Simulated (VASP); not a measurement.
Runs of VASP 6.6.1 on Rh. The structure is that of space group Fm-3m (No. 225), or close to it. The cells are those of the table. 

```tsv
spin	cell	k mesh	smearing	gap on the mesh (eV)	pressure (GPa)	moment (μB)
collinear, ferromagnetic start	a = 2.743 Å, angles 60.0°, 1 atom	23 × 23 × 23	fermi-dirac 0.05 eV	none	-18.7	0.00
collinear, ferromagnetic start	a = 2.673 Å, angles 60.0°, 1 atom	14 × 14 × 14	fermi-dirac 0.05 eV	none	-0.1	0.00
off	a = 2.674 Å, angles 60.0°, 1 atom	23 × 23 × 23	fermi-dirac 0.1 eV	none	-0.1	-
off	a = 2.674 Å, angles 60.0°, 1 atom	14 × 14 × 14	fermi-dirac 0.1 eV	none	-0.1	-
collinear, ferromagnetic start	a = 2.708 Å, angles 60.0°, 1 atom	23 × 23 × 23	fermi-dirac 0.05 eV	none	(a)	0.00
collinear, ferromagnetic start	a = 2.776 Å, angles 60.0°, 1 atom	23 × 23 × 23	fermi-dirac 0.05 eV	none	-25.0	0.00
collinear, ferromagnetic start	a = 2.673 Å, angles 60.0°, 1 atom	23 × 23 × 23	fermi-dirac 0.05 eV	none	-0.1	0.00
```

Alike in all rows: task single point; level PBEsol; potentials or basis VASP PAW PBE potentials, release 64 (Rh_pv); cutoff (eV) 520.

Estimate the missing entries.

(a) -10.6.

Caveats: the PAW data sets were made with another functional, which shifts forces and pressure a little.

A k mesh can miss the band edges, and the runs leave out spin-orbit coupling on Rh.

A gap of «none» marks levels without a gap at the run's occupations.
